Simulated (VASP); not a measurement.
# Zr6N7 in VASP: single point with PBE+D3(BJ)

Aim: the single point of Zr6N7 with PBE+D3(BJ).

All numbers are computed with VASP 6.6.1; they aren't measurements. Logs are shortened: lines on timing, memory, paths and dates and some standing lists are left out, and cuts for length are marked.

## (1) The cell of the first run

The cell holds a slab with vacuum, 26 atoms: a = 6.448 Å, b = 6.448 Å, c = 22.559 Å, α = 90.00°, β = 90.00°, γ = 90.00°.

## (2) Single point, PBE+D3(BJ)

File INCAR:

```
SYSTEM = Zr6N7
ALGO     = Normal         ! electronic algorithm
DIPOL    = 0.5 0.5 0.471
EDIFF    = 1E-6           ! SCF threshold, eV
ENCUT    = 520            ! plane-wave cutoff, eV
GGA      = PE             ! functional
GGA_COMPAT= .FALSE.      
IDIPOL   = 3            
ISIF     = 2              ! what is computed and relaxed
ISMEAR   = 0              ! smearing method
IVDW     = 12             ! dispersion correction
LASPH    = .TRUE.         ! aspherical terms in the spheres
LCHARG   = .FALSE.        ! write CHGCAR
LDIPOL   = .TRUE.       
LREAL    = .FALSE.        ! projectors in reciprocal space
LWAVE    = .FALSE.        ! write WAVECAR
NBANDS   = 126            ! bands
NELM     = 120            ! most SCF steps
NELMDL   = -8           
PREC     = Accurate       ! precision mode
SIGMA    = 0.1            ! smearing width, eV
```

File KPOINTS:

```
k-points
0
G
  3 3 1
  0 0 0
```

File POSCAR:

```
Zr6N7
1.0
    6.4475937667      0.0000000000      0.0000000000
    0.0000000000      6.4475937667      0.0000000000
    0.0000000000      0.0000000000     22.5591372748
Zr N
12 14
Direct
    0.2500000000      0.2500000000      0.3546234903
    0.2500000000      0.7500000000      0.3546234903
    0.7500000000      0.2500000000      0.3546234903
    0.7500000000      0.7500000000      0.3546234903
    0.5011728433      0.4988312768      0.4542845105
    0.5011724626      0.0011905575      0.4542841198
   -0.0011873470      0.4988319575      0.4542849985
   -0.0011912483      0.0011948872      0.4542828718
    0.7499965025      0.7500074540      0.5494177973
    0.7499860275      0.2499986898      0.5527512160
    0.2500018148      0.7499940786      0.5494325125
    0.2499812889      0.2499969858      0.5494183834
    0.5000000000      0.5000000000      0.3546234903
    0.5000000000      0.0000000000      0.3546234903
    0.0000000000      0.5000000000      0.3546234903
    0.0000000000      0.0000000000      0.3546234903
    0.7499937042      0.7500118875      0.4525510672
    0.7499895346      0.2500120822      0.4501502490
    0.2499992208      0.7500032765      0.4519678097
    0.2499960902      0.2500130443      0.4525510826
    0.0019768257     -0.0019968527      0.5576942191
    0.0019779850      0.5019983556      0.5576927169
    0.4980013075     -0.0019772688      0.5576917708
    0.4979946005      0.5019864533      0.5576873642
    0.7493631477      0.2505843652      0.7047498422
    0.7496717551      0.2502827965      0.6551165495
```

Potentials or basis: VASP PAW PBE potentials, release 64 (Zr_sv, N).

The run is started by

```sh
$ cat potpaw_PBE.64/Zr_sv/POTCAR potpaw_PBE.64/N/POTCAR > POTCAR
$ mpirun -np 1 vasp_std > vasp.out
```

OUTCAR:

```text
SYSTEM = Zr6N7
   EDIFF = 1E-6
   ENCUT = 520
   GGA = PE
   ISIF = 2
   ISMEAR = 0
   IVDW = 12
   LASPH = .TRUE.
   LREAL = .FALSE.
   NELM = 120
   NELMDL = -8
   PREC = Accurate
 IVDW          = 12

 ion  position               nearest neighbor table
   1  0.250  0.250  0.355-  20 2.21  14 2.28  15 2.28  16 2.28  13 2.28   6 3.20   8 3.20   5 3.20
                             7 3.20   3 3.22   2 3.22   2 3.22   3 3.22
   2  0.250  0.750  0.355-  19 2.20  14 2.28  15 2.28  16 2.28  13 2.28   5 3.21   7 3.21   6 3.21
                             8 3.21   4 3.22   1 3.22   1 3.22   4 3.22
   3  0.750  0.250  0.355-  18 2.16  14 2.28  15 2.28  16 2.28  13 2.28   8 3.19   6 3.19   7 3.19
                             5 3.19   4 3.22   1 3.22   4 3.22   1 3.22
   4  0.750  0.750  0.355-  17 2.21  14 2.28  15 2.28  16 2.28  13 2.28   7 3.20   8 3.20   5 3.20
                             6 3.20   3 3.22   2 3.22   3 3.22   2 3.22
   5  0.501  0.499  0.454-  13 2.25  18 2.27  20 2.28  17 2.28  19 2.29  24 2.33   9 3.13  12 3.13
                            11 3.14  10 3.18   3 3.19   4 3.20   1 3.20   7 3.21   6 3.21   2 3.21
   6  0.501  0.001  0.454-  14 2.25  18 2.27  20 2.28  17 2.28  19 2.29  23 2.33  12 3.13   9 3.13
                            11 3.14  10 3.18   3 3.19   1 3.20   4 3.20   8 3.21   5 3.21   2 3.21
   7  0.999  0.499  0.454-  15 2.25  18 2.27  17 2.28  20 2.28  19 2.29  22 2.33   9 3.13  12 3.13
                            11 3.14  10 3.18   3 3.19   4 3.20   1 3.20   8 3.21   5 3.21   2 3.21
   8  0.999  0.001  0.454-  16 2.25  18 2.27  17 2.28  20 2.28  19 2.29  21 2.33  12 3.13   9 3.13
                            11 3.14  10 3.18   3 3.19   1 3.20   4 3.20   6 3.21   7 3.21   2 3.21
   9  0.750  0.750  0.549-  17 2.19  21 2.29  22 2.29  23 2.29  24 2.29   7 3.13   5 3.13   8 3.13
                             6 3.13  11 3.22  11 3.22  10 3.22  10 3.22
  10  0.750  0.250  0.553-  23 2.30  24 2.30  21 2.30  22 2.30  26 2.31  18 2.31   6 3.18   8 3.18
                             5 3.18   7 3.18   9 3.22  12 3.22  12 3.22   9 3.22
  11  0.250  0.750  0.549-  19 2.20  24 2.27  22 2.27  23 2.27  21 2.27   5 3.14   7 3.14   6 3.14
                             8 3.14   9 3.22  12 3.22  12 3.22   9 3.22
  12  0.250  0.250  0.549-  20 2.19  23 2.29  21 2.29  24 2.29  22 2.29   8 3.13   6 3.13   7 3.13
                             5 3.13  11 3.22  11 3.22  10 3.22  10 3.22
  13  0.500  0.500  0.355-   5 2.25   2 2.28   3 2.28   4 2.28   1 2.28
  14  0.500  0.000  0.355-   6 2.25   2 2.28   3 2.28   4 2.28   1 2.28
  15  0.000  0.500  0.355-   7 2.25   2 2.28   3 2.28   4 2.28   1 2.28
  16  0.000  0.000  0.355-   8 2.25   2 2.28   3 2.28   4 2.28   1 2.28
  17  0.750  0.750  0.453-   9 2.19   4 2.21   8 2.28   7 2.28   6 2.28   5 2.28
  18  0.750  0.250  0.450-   3 2.16   5 2.27   8 2.27   6 2.27   7 2.27  10 2.31
  19  0.250  0.750  0.452-   2 2.20  11 2.20   5 2.29   7 2.29   6 2.29   8 2.29
  20  0.250  0.250  0.453-  12 2.19   1 2.21   5 2.28   6 2.28   7 2.28   8 2.28
  21  0.002  0.998  0.558-  11 2.27   9 2.29  12 2.29  10 2.30   8 2.33
  22  0.002  0.502  0.558-  11 2.27   9 2.29  12 2.29  10 2.30   7 2.33
  23  0.498  0.998  0.558-  11 2.27  12 2.29   9 2.29  10 2.30   6 2.33
  24  0.498  0.502  0.558-  11 2.27  12 2.29   9 2.29  10 2.30   5 2.33
  25  0.749  0.251  0.705-  26 1.12
  26  0.750  0.250  0.655-  25 1.12  10 2.31

  LATTYP: Found a simple tetragonal cell.
 ALAT       =     6.4475937667
 C/A-ratio  =     3.4988459402

  Lattice vectors:

 A1 = (   6.4475937667,   0.0000000000,   0.0000000000)
 A2 = (   0.0000000000,   6.4475937667,   0.0000000000)
 A3 = (   0.0000000000,   0.0000000000,  22.5591372748)

Analysis of symmetry for initial positions (statically):
=====================================================================
 Subroutine PRICEL returns:
 Original cell was already a primitive cell.

 Routine SETGRP: Setting up the symmetry group for a
 simple tetragonal supercell.

 Subroutine GETGRP returns: Found  1 space group operations
 (whereof  1 operations were pure point group operations)
 out of a pool of 16 trial point group operations.

The static configuration has the point symmetry C_1 .

Analysis of symmetry for dynamics (positions and initial velocities):
=====================================================================
 Subroutine PRICEL returns:
 Original cell was already a primitive cell.

 Routine SETGRP: Setting up the symmetry group for a
 simple tetragonal supercell.

 Subroutine GETGRP returns: Found  1 space group operations
 (whereof  1 operations were pure point group operations)
 out of a pool of 16 trial point group operations.

The dynamic configuration has the point symmetry C_1 .

 Subroutine INISYM returns: Found  1 space group operations
 (whereof  1 operations are pure point group operations),
 and found     1 'primitive' translations

[... 92 lines left out ...]
 Subroutine IBZKPT returns following result:
 ===========================================

 Found      5 irreducible k-points:

 Following reciprocal coordinates:
            Coordinates               Weight
  0.000000  0.000000  0.000000      1.000000
  0.333333  0.000000  0.000000      2.000000
  0.000000  0.333333  0.000000      2.000000
  0.333333  0.333333  0.000000      2.000000
 -0.333333  0.333333  0.000000      2.000000
   k-points           NKPTS =      5   k-points in BZ     NKDIM =      5   number of bands    NBANDS=    126
   number of dos      NEDOS =    301   number of ions     NIONS =     26
   total plane-waves  NPLWV = 387072
   dimension x,y,z NGX =    48 NGY =   48 NGZ =  168
   dimension x,y,z NGXF=    96 NGYF=   96 NGZF=  336
   ions per type =              12  14
   NGX,Y,Z   is equivalent  to a cutoff of  12.38, 12.38, 12.38 a.u.
   NGXF,Y,Z  is equivalent  to a cutoff of  24.75, 24.75, 24.76 a.u.
 SYSTEM =  Zr6N7
   PREC   = accura    normal or accurate (medium, high low for compatibility)
   ISTART =      0    job   : 0-new  1-cont  2-samecut
   ICHARG =      2    charge: 1-file 2-atom 10-const
   ISPIN  =      1    spin polarized calculation?
   LNONCOLLINEAR =      F non collinear calculations
   LSORBIT =      F    spin-orbit coupling
   LASPH  =      T    aspherical Exc in radial PAW
   ENCUT  =  520.0 eV  38.22 Ry    6.18 a.u.  11.99 11.99 41.95*2*pi/ulx,y,z
   NELM   =    120;   NELMIN=  2; NELMDL= -8     # of ELM steps
   EDIFF  = 0.1E-05   stopping-criterion for ELM
   LREAL  =      F    real-space projection
   EDIFFG = 0.1E-04   stopping-criterion for IOM
   NSW    =      0    number of steps for IOM
   IBRION =     -1    ionic relax: 0-MD 1-quasi-New 2-CG
   NFREE  =      0    steps in history (QN), initial steepest desc. (CG)
   ISIF   =      2    stress and relaxation
   ISYM   =      2    0-nonsym 1-usesym 2-fastsym
   POTIM  = 0.5000    time-step for ionic-motion
   TEBEG  =    0.0;   TEEND  =   0.0 temperature during run
   PSTRESS=    0.0 pullay stress
   NELECT =     214.0000    total number of electrons
   NUPDOWN=      -1.0000    fix difference up-down
   EMIN   =  10.00;   EMAX   =-10.00  energy-range for DOS
   EFERMI =   0.00;   METHOD = LEGACY
   ISMEAR =     0;   SIGMA  =   0.10  broadening in eV -4-tet -1-fermi 0-gaus
   EFERMI_NEDOS =   21; number of points for ismear=-14 and -15
   IALGO  =     38    algorithm
   IMIX   =      4    mixing-type and parameters
     AMIX     =   0.40;   BMIX     =  1.00
     AMIX_MAG =   1.60;   BMIX_MAG =  1.00
  volume/ion in A,a.u.               =      36.07       243.41
  Fermi-wavevector in a.u.,A,eV,Ry     =   1.000400  1.890481 13.616700  1.000799
  Thomas-Fermi vector in A             =   2.132753
   LORBIT       =      0    0 simple, 1 ext, 2 COOP (PROOUT), +10 PAW based schemes
   GGA     = PE    functional components
   LHFCALC =     F    Hartree Fock is set to
   AEXX    =    0.0000 exact exchange contribution
   IVDW    =    12    specifies the selected vdW correction
   LEPSILON=     F    determine dielectric tensor
   LRPA    =     F    only Hartree local field effects (RPA)
 non-spin polarized calculation
 Gauss-broadening in eV      SIGMA  =   0.10
  energy-cutoff  :      520.00
  volume of cell :      937.82
 maximum number of plane-waves:     25263
   NGX = 23   NGY = 23   NGZ = 83

 dipolmoment           0.000000      0.000000     -0.527424 electrons x Angstroem

 number of electron     213.9999981 magnetization

 dipolmoment           0.000000      0.000000      0.084883 electrons x Angstroem

 Free energy of the ion-electron system (eV)
  ---------------------------------------------------
  ext. energy  EPLUGINS =         0.00000000
  ---------------------------------------------------
  free energy    TOTEN  =      -254.07576595 eV

  energy without entropy =     -254.03315425  energy(sigma->0) =     -254.05446010

 E-fermi :   2.0398     XC(G=0):  -4.9750

 val. band max:        1.9947531470   @ k =   0.0000   0.3333   0.0000
 cond. band min:       2.0593744729   @ k =   0.0000   0.0000   0.0000
 fundamental gap:      0.0646213259
 Fermi energy:         2.0397626473

 k-point     1 :       0.0000    0.0000    0.0000
  band No.  band energies     occupation
      1     -47.9602      2.00000
      2     -47.9312      2.00000
      3     -47.8519      2.00000
      4     -47.8313      2.00000
      5     -47.7450      2.00000
      6     -47.7089      2.00000
[... 599 lines left out ...]
    118       3.2492      0.00000
    119       3.3504      0.00000
 [bands above 119 left out]

------------------------ aborting loop because EDIFF is reached ----------------------------------------

 vacuum level on the upper side and lower side of the slab       (xc-potential included)         0.176        -0.185

 Edisp (eV)   -7.18007

 E8    (eV) :    -3.3622

  FORCE on cell =-STRESS in cart. coord.  units (eV):
  Direction    XX          YY          ZZ          XY          YZ          ZX
  --------------------------------------------------------------------------------------
  -------------------------------------------------------------------------------------
  Total     -15.64458   -15.64459     1.59102    -0.00007     0.00241    -0.00064
  in kB     -26.72740   -26.72742     2.71813    -0.00011     0.00412    -0.00110
  external pressure =      -16.91 kB  Pullay stress =        0.00 kB

 VOLUME and BASIS-vectors are now :
 -----------------------------------------------------------------------------
  energy-cutoff  :      520.00
  volume of cell :      937.82
      direct lattice vectors                 reciprocal lattice vectors
     6.447593767  0.000000000  0.000000000     0.155096620  0.000000000  0.000000000
     0.000000000  6.447593767  0.000000000     0.000000000  0.155096620  0.000000000
     0.000000000  0.000000000 22.559137275     0.000000000  0.000000000  0.044327936

 POSITION                                       TOTAL-FORCE (eV/Angst)
 -----------------------------------------------------------------------------------
      1.61190      1.61190      8.00000        -0.000070      0.000085      1.371142
      1.61190      4.83570      8.00000        -0.000094      0.000159      1.282022
      4.83570      1.61190      8.00000        -0.000007      0.000187      0.990808
      4.83570      4.83570      8.00000         0.000101      0.000127      1.371130
      3.23136      3.21626     10.24827         0.000639     -0.000848      0.000902
      3.23136      0.00768     10.24826         0.000253     -0.000318      0.001068
[... 18 lines left out ...]
      4.83159      1.61567     15.89855        -0.002133      0.001999      1.350395
      4.83358      1.61372     14.77886         0.002745     -0.002468     -1.354201
 -----------------------------------------------------------------------------------
    total drift:                               -0.000024      0.000011     -0.001101

  FREE ENERGIE OF THE ION-ELECTRON SYSTEM (eV)
  ---------------------------------------------------
  free  energy   TOTEN  =      -261.2558340905 eV

  energy  without entropy=     -261.2132223875  energy(sigma->0) =     -261.23452824

 vacuum level on the upper side and lower side of the slab         5.055         4.556
```

Run time: 47 min. Hardware: 1 thread of Intel Xeon Platinum 8259CL at 2.50GHz (Skylake/Cascade Lake), shared host; peak memory 0.97 GiB.

Results:

```
Free energy                : -261.2558 eV
Largest force              : 1.371 eV/Å
Band gap on the k mesh     : 0.06 eV (least direct gap 0.16 eV)
Dispersion energy per atom : -0.276 eV
```

Forces in eV/Å, atoms in the order of the input:
```
Zr   0.000  0.000  1.371
Zr   0.000  0.000  1.282
Zr   0.000  0.000  0.991
Zr   0.000  0.000  1.371
Zr   0.001 -0.001  0.001
Zr   0.000  0.000  0.001
Zr   0.000 -0.001  0.001
Zr   0.001 -0.001  0.001
Zr   0.000  0.000  0.015
Zr   0.000  0.001  0.025
Zr  -0.001  0.001  0.015
Zr   0.000  0.000  0.015
N   -0.034  0.034 -1.281
N   -0.034 -0.033 -1.281
N    0.033  0.034 -1.280
N    0.033 -0.033 -1.281
N    0.000  0.000 -0.002
N    0.000  0.000  0.000
N   -0.001  0.000 -0.002
N    0.000  0.000 -0.002
N    0.000  0.001  0.011
N    0.000 -0.001  0.011
N    0.000  0.000  0.011
N    0.001  0.000  0.011
N   -0.002  0.002  1.350
N    0.003 -0.002 -1.354
```

Caveat: the standard files for N, O and F lose accuracy on very short bonds.
